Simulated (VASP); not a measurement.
# Cd3Ir (Pm-3m) in VASP: vibrations by perturbation theory with LDA

Aim: the vibrations by perturbation theory of Cd3Ir with LDA.

All numbers are computed with VASP 6.6.1; they aren't measurements. Logs are shortened: lines on timing, memory, paths and dates and some standing lists are left out, and cuts for length are marked.

## (1) The cell of the first run

It takes space group Pm-3m (No. 221, cubic). Conventional cell: a = 4.217 Å, b = 4.217 Å, c = 4.217 Å, α = 90.00°, β = 90.00°, γ = 90.00°. Within 3.9 Å of Cd (site symmetry 4/mmm) lie 8 Cd at 2.98 Å and 4 Ir at 2.98 Å. Within 3.9 Å of Ir (site symmetry m-3m) lie 12 Cd at 2.98 Å.

## (2) Vibrations by perturbation theory, LDA

INCAR

```
  PREC = Accurate
  ENCUT = 520
  EDIFF = 1E-8
  ISMEAR = -1
  SIGMA = 0.1
  LREAL = False
  LASPH = True
  NELM = 100
  ALGO = Normal
  ISIF = 2
  LWAVE = False
  LCHARG = False
  IBRION = 8
  NSW = 1
```

KPOINTS

```
regular mesh
0
Gamma
  7 7 7
```

POSCAR

```
Cd3Ir
1.0
    4.2167000000      0.0000000000      0.0000000000
    0.0000000000      4.2167000000      0.0000000000
    0.0000000000      0.0000000000      4.2167000000
Cd Ir
3 1
Direct
    0.0000000000      0.5000000000      0.5000000000
    0.5000000000      0.0000000000      0.5000000000
    0.5000000000      0.5000000000      0.0000000000
    0.0000000000      0.0000000000      0.0000000000
```

Potentials or basis: VASP PAW LDA potentials, release 64 (Cd, Ir).

On the command line:

```sh
> cat potpaw_LDA.64/Cd/POTCAR potpaw_LDA.64/Ir/POTCAR > POTCAR
> mpirun -np 1 vasp_std > vasp.out
```

OUTCAR:

```text
PREC = Accurate
   ENCUT = 520
   EDIFF = 1E-8
   ISMEAR = -1
   LREAL = False
   LASPH = True
   NELM = 100
   ISIF = 2
   IBRION = 8
   NSW = 1

 ion  position               nearest neighbor table
   1  0.000  0.500  0.500-   2 2.98   3 2.98   4 2.98   3 2.98   4 2.98   2 2.98   4 2.98   4 2.98
                             2 2.98   3 2.98   3 2.98   2 2.98
   2  0.500  0.000  0.500-   1 2.98   3 2.98   4 2.98   3 2.98   4 2.98   1 2.98   3 2.98   3 2.98
                             1 2.98   4 2.98   4 2.98   1 2.98
   3  0.500  0.500  0.000-   1 2.98   2 2.98   4 2.98   1 2.98   2 2.98   2 2.98   4 2.98   2 2.98
                             1 2.98   4 2.98   1 2.98   4 2.98
   4  0.000  0.000  0.000-   1 2.98   2 2.98   3 2.98   1 2.98   2 2.98   1 2.98   3 2.98   1 2.98
                             2 2.98   3 2.98   2 2.98   3 2.98

  LATTYP: Found a simple cubic cell.
 ALAT       =     4.2167000000

  Lattice vectors:

 A1 = (   4.2167000000,   0.0000000000,   0.0000000000)
 A2 = (   0.0000000000,   4.2167000000,   0.0000000000)
 A3 = (   0.0000000000,   0.0000000000,   4.2167000000)

Analysis of symmetry for initial positions (statically):
=====================================================================
 Subroutine PRICEL returns:
 Original cell was already a primitive cell.

 Routine SETGRP: Setting up the symmetry group for a
 simple cubic supercell.

 Subroutine GETGRP returns: Found 48 space group operations
 (whereof 48 operations were pure point group operations)
 out of a pool of 48 trial point group operations.

The static configuration has the point symmetry O_h .

Analysis of symmetry for dynamics (positions and initial velocities):
=====================================================================
 Subroutine PRICEL returns:
 Original cell was already a primitive cell.

 Routine SETGRP: Setting up the symmetry group for a
 simple cubic supercell.

 Subroutine GETGRP returns: Found 48 space group operations
 (whereof 48 operations were pure point group operations)
 out of a pool of 48 trial point group operations.

The dynamic configuration has the point symmetry O_h .

 Subroutine INISYM returns: Found 48 space group operations
 (whereof 48 operations are pure point group operations),
 and found     1 'primitive' translations

----------------------------------------------------------------------------------------

                                     Primitive cell

  volume of cell :      74.9753

  direct lattice vectors                    reciprocal lattice vectors
     4.216700000  0.000000000  0.000000000     0.237152275  0.000000000  0.000000000
     0.000000000  4.216700000  0.000000000     0.000000000  0.237152275  0.000000000
     0.000000000  0.000000000  4.216700000     0.000000000  0.000000000  0.237152275

  length of vectors
     4.216700000  4.216700000  4.216700000     0.237152275  0.237152275  0.237152275

  position of ions in fractional coordinates (direct lattice)
     0.000000000  0.500000000  0.500000000
     0.500000000  0.000000000  0.500000000
     0.500000000  0.500000000  0.000000000
     0.000000000  0.000000000  0.000000000

  ion indices of the primitive-cell ions
   primitive index   ion index
                 1           1
                 2           2
                 3           3
                 4           4

[... 113 lines left out ...]

  energy without entropy =      -14.38143159  energy(sigma->0) =      -14.41663805

 E-fermi :   3.9611     XC(G=0): -12.2365

 val. band max:        3.9210731433   @ k =   0.4286   0.2857   0.2857
 cond. band min:       4.0145484005   @ k =   0.4286   0.2857   0.0000
 fundamental gap:      0.0934752572
 Fermi energy:         3.9611384734

 k-point     1 :       0.0000    0.0000    0.0000
  band No.  band energies     occupation
      1      -6.0823      2.00000
      2      -5.7674      2.00000
      3      -5.7674      2.00000
      4      -5.7674      2.00000
      5      -5.4049      2.00000
      6      -5.4049      2.00000
[... 589 lines left out ...]
     26       6.2368      0.00000
     27       6.2368      0.00000

------------------------ aborting loop because EDIFF is reached ----------------------------------------

  FORCE on cell =-STRESS in cart. coord.  units (eV):
  Direction    XX          YY          ZZ          XY          YZ          ZX
  --------------------------------------------------------------------------------------
  -------------------------------------------------------------------------------------
  Total       -4.6251848     -4.6251848     -4.6251848      0.0000000      0.0000000      0.0000000
  in kB      -98.8374564    -98.8374564    -98.8374564      0.0000000      0.0000000      0.0000000
  external PRESSURE =     -98.8374564 kB  Pullay stress =       0.0000000 kB

 VOLUME and BASIS-vectors are now :
 -----------------------------------------------------------------------------
  energy-cutoff  :      520.00
  volume of cell :       74.98
      direct lattice vectors                 reciprocal lattice vectors
     4.216700000  0.000000000  0.000000000     0.237152275  0.000000000  0.000000000
     0.000000000  4.216700000  0.000000000     0.000000000  0.237152275  0.000000000
     0.000000000  0.000000000  4.216700000     0.000000000  0.000000000  0.237152275

 POSITION                                       TOTAL-FORCE (eV/Angst)
 -----------------------------------------------------------------------------------
      0.00000      2.10835      2.10835         0.000000      0.000000      0.000000
      2.10835      0.00000      2.10835         0.000000      0.000000      0.000000
      2.10835      2.10835      0.00000         0.000000      0.000000      0.000000
      0.00000      0.00000      0.00000         0.000000      0.000000      0.000000
 -----------------------------------------------------------------------------------
    total drift:                                0.000000     -0.000000     -0.000000

  FREE ENERGIE OF THE ION-ELECTRON SYSTEM (eV)
  ---------------------------------------------------
  free  energy   TOTEN  =       -14.4518445094 eV

  energy  without entropy=      -14.3814315856  energy(sigma->0) =      -14.41663805

[... ionic steps 2 to 12 ...]

--------------------------------------- Ionic step       13  -------------------------------------------

 Free energy of the ion-electron system (eV)
  ---------------------------------------------------
  ---------------------------------------------------
  free energy    TOTEN  =        -0.20326813 eV

  energy without entropy =       -0.20326813

------------------------ aborting loop because EDIFF is reached ----------------------------------------

 INTERNAL STRAIN TENSOR  FOR ION    4  DIRECTION 1   (eV/Angst):
 -----------------------------------------------------------------------------
    -0.18939  0.00000  0.00000
     0.00000  0.10523 -0.00000
    -0.00000 -0.00000  0.10523

 INTERNAL STRAIN TENSOR FOR ION    4 for displacements in x,y,z  (eV/Angst):
          X           Y           Z          XY          YZ          ZX
  --------------------------------------------------------------------------------
  x     0.00000     0.00000     0.00000     0.00000     0.00000     0.00000
  y     0.00000     0.00000     0.00000     0.00000     0.00000     0.00000
  z     0.00000     0.00000     0.00000     0.00000     0.00000     0.00000

 SECOND DERIVATIVES (NOT SYMMETRIZED)
 ------------------------------------
               1X          1Y          1Z          2X          2Y          2Z          3X          3Y          3Z          4X          4Y          4Z
  1X    -5.198221   -0.000000    0.000000    2.696205    0.000000    0.000000    2.696205   -0.000000   -0.000000   -0.194189   -0.000000    0.000000
  1Y     0.000000   -3.543481    0.000000    0.000000    2.696413    0.000000    0.000000   -0.657668    0.000000    0.000000    1.504736    0.000000
  1Z     0.000000    0.000000   -3.543481    0.000000    0.000000   -0.657668    0.000000    0.000000    2.696413    0.000000    0.000000    1.504736
  2X     2.696413    0.000000    0.000000   -3.543481    0.000000    0.000000   -0.657668    0.000000    0.000000    1.504736    0.000000    0.000000
  2Y     0.000000    2.696205    0.000000   -0.000000   -5.198221   -0.000000   -0.000000    2.696205   -0.000000    0.000000   -0.194189    0.000000
  2Z     0.000000    0.000000   -0.657668    0.000000    0.000000   -3.543481    0.000000    0.000000    2.696413    0.000000    0.000000    1.504736
  3X     2.696413    0.000000    0.000000   -0.657668    0.000000    0.000000   -3.543481    0.000000    0.000000    1.504736    0.000000    0.000000
  3Y     0.000000   -0.657668    0.000000    0.000000    2.696413    0.000000    0.000000   -3.543481    0.000000    0.000000    1.504736    0.000000
  3Z    -0.000000    0.000000    2.696205    0.000000   -0.000000    2.696205   -0.000000   -0.000000   -5.198221    0.000000    0.000000   -0.194189
  4X    -0.200690   -0.000000    0.000000    1.499315    0.000000   -0.000000    1.499315    0.000000    0.000000   -2.797940   -0.000000    0.000000
  4Y     0.000000    1.499315    0.000000   -0.000000   -0.200690    0.000000    0.000000    1.499315   -0.000000   -0.000000   -2.797940   -0.000000
  4Z     0.000000   -0.000000    1.499315    0.000000    0.000000    1.499315    0.000000    0.000000   -0.200690   -0.000000   -0.000000   -2.797940

 Eigenvectors and eigenvalues of the dynamical matrix
 ----------------------------------------------------

   1 f  =    4.360975 THz    27.400817 2PiTHz  145.466485 cm-1    18.035537 meV
             X         Y         Z           dx          dy          dz
      0.000000  2.108350  2.108350     0.237837   -0.446234    0.000000
      2.108350  0.000000  2.108350    -0.154986    0.684776   -0.000000
      2.108350  2.108350  0.000000    -0.154986   -0.446234    0.000000
      0.000000  0.000000  0.000000     0.055119    0.158698    0.000000
[... 71 lines left out ...]
  12 f/i=    0.003684 THz     0.023144 2PiTHz    0.122868 cm-1     0.015234 meV
             X         Y         Z           dx          dy          dz
      0.000000  2.108350  2.108350     0.000000   -0.000000    0.460320
      2.108350  0.000000  2.108350     0.000000    0.000000    0.460320
      2.108350  2.108350  0.000000     0.000000    0.000000    0.459995
      0.000000  0.000000  0.000000    -0.000000    0.000000    0.603835

--------------------------------------------------------------------------------------------------------

 ELASTIC MODULI CONTR FROM IONIC RELAXATION (kBar)
 Direction    XX          YY          ZZ          XY          YZ          ZX
 --------------------------------------------------------------------------------
 XX           0.0000      0.0000      0.0000      0.0000      0.0000      0.0000
 YY           0.0000      0.0000      0.0000      0.0000      0.0000      0.0000
 ZZ           0.0000      0.0000      0.0000      0.0000      0.0000      0.0000
 XY           0.0000      0.0000      0.0000      0.0000      0.0000      0.0000
 YZ           0.0000      0.0000      0.0000      0.0000      0.0000      0.0000
 ZX           0.0000      0.0000      0.0000      0.0000      0.0000      0.0000
 --------------------------------------------------------------------------------
```

Wall time 3 min (1 thread of Intel Xeon Platinum 8488C (Sapphire Rapids), shared host); peak memory 0.38 GiB.

Results:

* Highest phonon frequency at Γ: 145 cm⁻¹

Phonon frequencies in cm⁻¹ (negative: imaginary):
```
              q point                          frequencies
(0.000, 0.000, 0.000)  0 0 0 74 74 74 84 84 84 145 145 145
```

Caveat: the cell stands under pressure or tension, which shifts response properties; spin-orbit coupling is left out, which moves the levels of the heavy elements.
